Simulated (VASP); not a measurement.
**InAs: single point with LDA**

The system is InAs.

```
CELL_PARAMETERS angstrom
0.00000 2.87730 2.87730
2.87730 0.00000 2.87730
2.87730 2.87730 0.00000
ATOMIC_POSITIONS crystal
In 0.50000 0.50000 0.50000
As 0.00000 0.00000 0.00000
```

* Program: VASP 6.6.1
* Task: single point
* Functional: LDA
* Potentials or basis: VASP PAW LDA potentials, release 64 (In_d, As)
* Cutoff: 520 eV
* k mesh: 14 × 14 × 14
* Occupations: gaussian, width 0.15 eV
* Spin: no spin polarisation

- Pressure: -5.0 GPa
- Band gap on the k mesh: zero (band 9 reaches 6.15 eV, above the bottom of band 10 at 3.53 eV)

Levels at points of the mesh, in eV from the Fermi level:
| k point | band 6 | band 7 | band 8 | band 9 | band 10 | band 11 | band 12 | band 13 |
| --- | --- | --- | --- | --- | --- | --- | --- | --- |
| (0.00, 0.00, 0.00) | -12.10 | -0.81 | -0.18 | -0.18 | -0.18 | 7.24 | 7.24 | 7.24 |
| (0.50, 0.00, 0.00) | -10.43 | -6.54 | 0.22 | 0.22 | 2.07 | 3.23 | 3.23 | 4.31 |
| (0.50, 0.50, 0.00) | -9.56 | -4.68 | -3.05 | -2.21 | -2.21 | 3.92 | 9.06 | 9.06 |

Wall time 120 s on 1 thread of AMD EPYC 7R43 64-Core Processor (Zen 3) (shared host), peak memory 0.17 GiB.

Caveat: spin-orbit coupling is left out, which moves the levels of the heavy elements.
